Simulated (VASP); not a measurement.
# Ti3HSe3 in VASP: further runs, part 2 of 2

VASP 6.6.1.

## 3. Single point, LDA

Input file INCAR:

```
PREC = Accurate
ENCUT = 520
EDIFF = 1E-6
ISMEAR = -1
SIGMA = 0.05
LREAL = F
LASPH = T
NELM = 100
ALGO = Normal
ISIF = 2
LWAVE = F
LCHARG = F
NBANDS = 68
```

Input file KPOINTS:

```
Automatic mesh
0
Gamma
  2 2 1
```

Input file POSCAR:

```
Ti3HSe3
1.0
    5.9394410000      0.0000000000      0.0000000000
   -2.9697210000      6.9790320000      0.0000000000
    0.0000000000      0.0000000000     16.5705590000
Ti Se H
6 6 2
Direct
    0.0000000000      0.0000000000      0.0603479943
    0.8033396745      0.5158021915      0.1193622979
    0.5453228767      0.0497060337      0.1491017895
    0.3163584578      0.6015017555      0.2060642613
    0.1663360144      0.1549785128      0.2101558553
    0.8737951573      0.6462070958      0.2834726336
    0.2158804371      0.7650917778      0.0854225859
    0.3951102834      0.2909142701      0.0737090402
    0.7530269832      0.8023175707      0.1682683125
    0.8898507611      0.3313496771      0.2279766180
    0.3166511058      0.8962560997      0.2815354630
    0.4037642862      0.3982644011      0.3244428869
    0.7489076126      0.8389988755      0.3238092330
    0.8373753317      0.8407326403      0.3593723060
```

Potentials or basis: VASP PAW LDA potentials, release 64 (Ti_sv, Se, H).

On the command line:

```
$ cat potpaw_LDA.64/Ti_sv/POTCAR potpaw_LDA.64/Se/POTCAR potpaw_LDA.64/H/POTCAR > POTCAR
$ mpirun -np 1 vasp_std > vasp.out
```

OUTCAR:

```text
PREC = Accurate
   ENCUT = 520
   EDIFF = 1E-6
   ISMEAR = -1
   LREAL = F
   LASPH = T
   NELM = 100
   ISIF = 2

 ion  position               nearest neighbor table
   1  0.000  0.000  0.060-   9 2.42   8 2.52   7 2.60   5 2.76
   2  0.803  0.516  0.119-   9 2.44  10 2.45   8 2.47   7 2.50   6 2.87
   3  0.545  0.050  0.149-   7 2.51  11 2.60   9 2.64   8 2.64  10 2.65   5 2.85
   4  0.316  0.602  0.206-   9 2.52   7 2.54  11 2.56  10 2.59  12 2.67
   5  0.166  0.155  0.210-  10 2.51   8 2.63  12 2.63  11 2.72   1 2.76   3 2.85
   6  0.874  0.646  0.283-   9 2.50  11 2.57  10 2.60  12 2.77   2 2.87
   7  0.216  0.765  0.085-   2 2.50   3 2.51   4 2.54   1 2.60
   8  0.395  0.291  0.074-   2 2.47   1 2.52   5 2.63   3 2.64
   9  0.753  0.802  0.168-   1 2.42   2 2.44   6 2.50   4 2.52   3 2.64
  10  0.890  0.331  0.228-   2 2.45   5 2.51   4 2.59   6 2.60   3 2.65
  11  0.317  0.896  0.282-   4 2.56   6 2.57   3 2.60   5 2.72
  12  0.404  0.398  0.324-   5 2.63   4 2.67   6 2.77
  13  0.749  0.839  0.324-  14 0.79
  14  0.837  0.841  0.359-  13 0.79

  LATTYP: Found a base centered orthorhombic cell.
 ALAT       =     5.9394410000
 B/A-ratio  =     2.3500635834
 C/A-ratio  =     2.7899189503

  Lattice vectors:

 A1 = (   2.9697210000,  -6.9790320000,   0.0000000000)
 A2 = (   2.9697200000,   6.9790320000,   0.0000000000)
 A3 = (   0.0000000000,   0.0000000000,  16.5705590000)

Analysis of symmetry for initial positions (statically):
=====================================================================
 Subroutine PRICEL returns:
 Original cell was already a primitive cell.

 Routine SETGRP: Setting up the symmetry group for a
 base centered orthorhombic supercell.

 Subroutine GETGRP returns: Found  1 space group operations
 (whereof  1 operations were pure point group operations)
 out of a pool of  8 trial point group operations.

The static configuration has the point symmetry C_1 .

Analysis of symmetry for dynamics (positions and initial velocities):
=====================================================================
 Subroutine PRICEL returns:
 Original cell was already a primitive cell.

 Routine SETGRP: Setting up the symmetry group for a
 base centered orthorhombic supercell.

 Subroutine GETGRP returns: Found  1 space group operations
 (whereof  1 operations were pure point group operations)
 out of a pool of  8 trial point group operations.

The dynamic configuration has the point symmetry C_1 .

 Subroutine INISYM returns: Found  1 space group operations
 (whereof  1 operations are pure point group operations),
 and found     1 'primitive' translations

----------------------------------------------------------------------------------------

                                     Primitive cell

  volume of cell :     686.8753

  direct lattice vectors                    reciprocal lattice vectors
     5.939441000  0.000000000  0.000000000     0.168366013  0.071643185  0.000000000
    -2.969721000  6.979032000  0.000000000     0.000000000  0.143286347  0.000000000
     0.000000000  0.000000000 16.570559000     0.000000000  0.000000000  0.060347994

  length of vectors
     5.939441000  7.584598241 16.570559000     0.182975027  0.143286347  0.060347994

[... 69 lines left out ...]
   dimension x,y,z NGXF=    96 NGYF=  112 NGZF=  252
   ions per type =               6   6   2
   NGX,Y,Z   is equivalent  to a cutoff of  13.44, 12.27, 12.64 a.u.
   NGXF,Y,Z  is equivalent  to a cutoff of  26.87, 24.55, 25.28 a.u.
 SYSTEM =  unknown system
   PREC   = accura    normal or accurate (medium, high low for compatibility)
   ISTART =      0    job   : 0-new  1-cont  2-samecut
   ICHARG =      2    charge: 1-file 2-atom 10-const
   ISPIN  =      1    spin polarized calculation?
   LNONCOLLINEAR =      F non collinear calculations
   LSORBIT =      F    spin-orbit coupling
   LASPH  =      T    aspherical Exc in radial PAW
   ENCUT  =  520.0 eV  38.22 Ry    6.18 a.u.  11.04 14.10 30.81*2*pi/ulx,y,z
   NELM   =    100;   NELMIN=  2; NELMDL= -5     # of ELM steps
   EDIFF  = 0.1E-05   stopping-criterion for ELM
   LREAL  =      F    real-space projection
   EDIFFG = 0.1E-04   stopping-criterion for IOM
   NSW    =      0    number of steps for IOM
   IBRION =     -1    ionic relax: 0-MD 1-quasi-New 2-CG
   NFREE  =      0    steps in history (QN), initial steepest desc. (CG)
   ISIF   =      2    stress and relaxation
   ISYM   =      2    0-nonsym 1-usesym 2-fastsym
   POTIM  = 0.5000    time-step for ionic-motion
   TEBEG  =    0.0;   TEEND  =   0.0 temperature during run
   PSTRESS=    0.0 pullay stress
   NELECT =     110.0000    total number of electrons
   NUPDOWN=      -1.0000    fix difference up-down
   EMIN   =  10.00;   EMAX   =-10.00  energy-range for DOS
   EFERMI =   0.00;   METHOD = LEGACY
   ISMEAR =    -1;   SIGMA  =   0.05  broadening in eV -4-tet -1-fermi 0-gaus
   EFERMI_NEDOS =   21; number of points for ismear=-14 and -15
   IALGO  =     38    algorithm
   IMIX   =      4    mixing-type and parameters
     AMIX     =   0.40;   BMIX     =  1.00
     AMIX_MAG =   1.60;   BMIX_MAG =  1.00
  volume/ion in A,a.u.               =      49.06       331.09
  Fermi-wavevector in a.u.,A,eV,Ry     =   0.889023  1.680010 10.753531  0.790362
  Thomas-Fermi vector in A             =   2.010529
   LORBIT       =      0    0 simple, 1 ext, 2 COOP (PROOUT), +10 PAW based schemes
   GGA     = CA    functional components
   LHFCALC =     F    Hartree Fock is set to
   AEXX    =    0.0000 exact exchange contribution
   IVDW    =     0    specifies the selected vdW correction
   LEPSILON=     F    determine dielectric tensor
   LRPA    =     F    only Hartree local field effects (RPA)
 non-spin polarized calculation
  energy-cutoff  :      520.00
  volume of cell :      686.88
 maximum number of plane-waves:     18518
 NGX is ok and might be reduce to    48
   NGX = 23   NGY = 29   NGZ = 61

 number of electron     110.0000008 magnetization

 Free energy of the ion-electron system (eV)
  ---------------------------------------------------
  ext. energy  EPLUGINS =         0.00000000
  ---------------------------------------------------
  free energy    TOTEN  =       -90.19338631 eV

  energy without entropy =      -90.09180306  energy(sigma->0) =      -90.14259469

 E-fermi :  -0.2361     XC(G=0):  -4.7351

 val. band max:       -0.3031840645   @ k =   0.0000   0.5000   0.0000
 cond. band min:      -0.2251844594   @ k =   0.5000   0.5000   0.0000
 fundamental gap:      0.0779996051
 Fermi energy:        -0.2360718766

 k-point     1 :       0.0000    0.0000    0.0000
  band No.  band energies     occupation
      1     -56.9295      2.00000
      2     -56.8776      2.00000
      3     -56.8238      2.00000
      4     -56.7927      2.00000
      5     -56.7681      2.00000
      6     -56.7189      2.00000
[... 269 lines left out ...]
     66       0.9910      0.00000
     67       1.0715      0.00000
 [bands above 67 left out]

------------------------ aborting loop because EDIFF is reached ----------------------------------------

  FORCE on cell =-STRESS in cart. coord.  units (eV):
  Direction    XX          YY          ZZ          XY          YZ          ZX
  --------------------------------------------------------------------------------------
  -------------------------------------------------------------------------------------
  Total      -11.2696397    -15.6270732     -4.1982252     -1.9615057      0.5454498     -2.6429816
  in kB      -26.2871010    -36.4510721     -9.7926085     -4.5753280      1.2722939     -6.1649108
  external PRESSURE =     -24.1769272 kB  Pullay stress =       0.0000000 kB

 VOLUME and BASIS-vectors are now :
 -----------------------------------------------------------------------------
  energy-cutoff  :      520.00
  volume of cell :      686.88
      direct lattice vectors                 reciprocal lattice vectors
     5.939441000  0.000000000  0.000000000     0.168366013  0.071643185  0.000000000
    -2.969721000  6.979032000  0.000000000     0.000000000  0.143286347  0.000000000
     0.000000000  0.000000000 16.570559000     0.000000000  0.000000000  0.060347994

 POSITION                                       TOTAL-FORCE (eV/Angst)
 -----------------------------------------------------------------------------------
      0.00000      0.00000      1.00000         1.278576      0.336331      0.966459
      3.23960      3.59980      1.97790         0.497042      0.072812      0.592083
      3.09130      0.34690      2.47070        -0.262269     -0.055628     -0.161711
      0.09270      4.19790      3.41460        -0.312740     -0.331678      0.837730
      0.52770      1.08160      3.48240         0.197174     -0.370944     -0.086606
      3.27080      4.50990      4.69730        -0.572658     -0.889975     -0.594535
     -0.98990      5.33960      1.41550         0.013792     -0.292908     -1.323589
      1.48280      2.03030      1.22140        -0.379031     -0.377372      0.297335
      2.08990      5.59940      2.78830        -0.186991      0.661556      0.591002
      4.30120      2.31250      3.77770        -0.367245      0.504662      0.118320
     -0.78090      6.25500      4.66520        -0.412669      0.015707     -0.176853
      1.21540      2.77950      5.37620         0.393530      0.957400     -1.098659
      1.95650      5.85540      5.36570        -0.514820     -0.138814     -0.509028
      2.47680      5.86750      5.95500         0.628310     -0.091150      0.548052
 -----------------------------------------------------------------------------------
    total drift:                               -0.000601     -0.000106      0.000642

  FREE ENERGIE OF THE ION-ELECTRON SYSTEM (eV)
  ---------------------------------------------------
  free  energy   TOTEN  =       -90.1933863149 eV

  energy  without entropy=      -90.0918030644  energy(sigma->0) =      -90.14259469
```

It took 9 min on 1 thread of Intel Xeon Platinum 8259CL at 2.50GHz (Skylake/Cascade Lake), shared host; peak memory 0.6 GiB.

Results:

- Free energy: -90.1934 eV
- Largest force: 1.638 eV/Å
- Band gap on the k mesh: zero (bands 55 and 56 overlap by 0.04 eV)

Forces on the atoms (eV/Å):
```
Ti   1.279  0.336  0.966
Ti   0.497  0.073  0.592
Ti  -0.262 -0.056 -0.162
Ti  -0.313 -0.332  0.838
Ti   0.197 -0.371 -0.087
Ti  -0.573 -0.890 -0.595
Se   0.014 -0.293 -1.324
Se  -0.379 -0.377  0.297
Se  -0.187  0.662  0.591
Se  -0.367  0.505  0.118
Se  -0.413  0.016 -0.177
Se   0.394  0.957 -1.099
H   -0.515 -0.139 -0.509
H    0.628 -0.091  0.548
```

Caveat: the k points lie up to 0.57 Å⁻¹ apart; there is no dipole correction, which matters where the two faces differ.

## 4. Single point, LDA

Input file INCAR:

```
SYSTEM = Ti3HSe3
PREC = Accurate
ENCUT = 520
EDIFF = 1E-6
ISMEAR = -1
SIGMA = 0.05
LREAL = .FALSE.
LASPH = .TRUE.
NELM = 100
ALGO = Normal
ISIF = 2
LWAVE = .FALSE.
LCHARG = .FALSE.
NBANDS = 68
```

Input file KPOINTS:

```
regular mesh
0
G
  2 2 1
  0 0 0
```

Input file POSCAR:

```
Ti3HSe3
1.0
    5.9394410000      0.0000000000      0.0000000000
   -2.9697210000      6.9790320000      0.0000000000
    0.0000000000      0.0000000000     16.5705590000
Ti Se H
6 6 2
Direct
    0.0000000000      0.0000000000      0.0603479943
    0.8161576765      0.5176649140      0.1245160166
    0.5598515430      0.0413524397      0.1401340776
    0.3037504148      0.5967589775      0.2160397848
    0.1504078368      0.1310353642      0.2082911023
    0.8820776799      0.6203439102      0.2825131005
    0.2158804371      0.7650917778      0.0854225859
    0.3896830476      0.2730894485      0.0753505057
    0.7739164404      0.8103559347      0.1809896697
    0.8870793029      0.3214629192      0.2304327814
    0.3422298313      0.8971731323      0.2807207651
    0.4312821336      0.3956852469      0.3074790657
    0.7872759738      0.7134943643      0.3801501205
    0.9197676568      0.8075188651      0.3686719319
```

On the command line:

```
$ cat potpaw_LDA.64/Ti_sv/POTCAR potpaw_LDA.64/Se/POTCAR potpaw_LDA.64/H/POTCAR > POTCAR
$ mpirun -np 1 vasp_std > vasp.out
```

Wall time 8.3 min (1 thread of Intel Xeon Platinum 8259CL at 2.50GHz (Skylake/Cascade Lake), shared host); peak memory 0.6 GiB.

Results (log left out):

| Item | Value |
| --- | --- |
| Free energy | -90.2686 eV |
| Largest force | 1.568 eV/Å |
| Band gap on the k mesh | zero (filled and empty bands touch) |

Forces in eV/Å, atoms in the order of the input:
```
Ti   0.766 -0.437  1.297
Ti  -0.197 -0.233  0.045
Ti  -0.086  0.037  0.689
Ti   0.273  0.208 -0.771
Ti  -0.069 -0.107 -0.062
Ti   0.251  0.161 -0.164
Se   0.199 -0.745 -1.070
Se   0.202  0.524  0.231
Se  -0.343  0.327 -0.408
Se   0.271 -0.339 -0.204
Se  -0.970  0.168  0.207
Se  -0.029  0.164  0.134
H    0.205  0.716 -0.132
H   -0.474 -0.446  0.208
```

Levels at points of the mesh, in eV from the Fermi level:
```csv
k point,band 53,band 54,band 55,band 56,band 57,band 58
"(0.00, 0.00, 0.00)",-0.34,-0.24,-0.10,0.07,0.31,0.38
"(0.50, 0.00, 0.00)",-0.42,-0.33,-0.18,-0.01,0.17,0.52
"(0.50, 0.50, 0.00)",-0.45,-0.22,-0.07,0.13,0.28,0.49
"(0.00, 0.50, 0.00)",-0.32,-0.15,-0.01,0.17,0.24,0.37
```

Caveat: the k points lie up to 0.57 Å⁻¹ apart; there is no dipole correction, which matters where the two faces differ.

## 5. Summary

| cell | gap on the mesh (eV) | largest force (eV/Å) |
| --- | --- | --- |
| as given, atomic positions A | none | 2.17 |
| as given, atomic positions B | none | 1.64 |
| as given, atomic positions C | none | 1.57 |

Alike in all rows: task single point; level LDA; potentials or basis VASP PAW LDA potentials, release 64 (Ti_sv, Se, H); no spin polarisation; k mesh 2 × 2 × 1; cutoff (eV) 520; smearing fermi-dirac 0.05 eV.

Caveats: all runs use coarse meshes; there is no dipole correction, which matters where the two faces differ.

Absolute energies hang on the potentials; compare differences alone.

The gap in the log of VASP goes by the Fermi energy; the results here count the filled bands.